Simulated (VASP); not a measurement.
# I: single point with PBE

I:

```
I
1.0
     0.00000    2.36560    3.90984
     2.19225    0.00000    3.90984
     2.19225    2.36560    0.00000
I
1
Direct
  0.00000 0.00000 0.00000
```

```
Program                : VASP 6.6.1
Task                   : single point
Functional             : PBE
Potentials or basis    : VASP PAW PBE potentials, release 64 (I)
Cutoff                 : 520 eV
k mesh                 : 9 × 9 × 9
Occupations            : gaussian, width 0.011 eV
Spin                   : no spin polarisation
Dipole correction      : no
Further INCAR settings : ALGO = Normal; EDIFF = 1e-07; NBANDS = 10
```

* Pressure: 0.4 GPa

Stress tensor (GPa, compression positive):
```
0.40 0.00 0.00
0.00 0.07 0.00
0.00 0.00 0.76
```

Levels at points of the mesh, in eV from the Fermi level:
| k point | band 1 | band 2 | band 3 | band 4 | band 5 | band 6 | band 7 | band 8 | band 9 |
| --- | --- | --- | --- | --- | --- | --- | --- | --- | --- |
| (0.00, 0.00, 0.00) | -13.88 | -1.94 | 0.78 | 1.05 | 4.54 | 7.48 | 8.21 | 12.12 | 12.43 |

Wall time 22 s on 1 thread of Intel Xeon 6975P-C, on a shared host, peak memory 0.2 GiB.

Caveat: spin-orbit coupling is left out, which moves the levels of the heavy elements; an odd number of electrons without spin polarisation forces a metal; a magnetic or distorted state may lie lower.
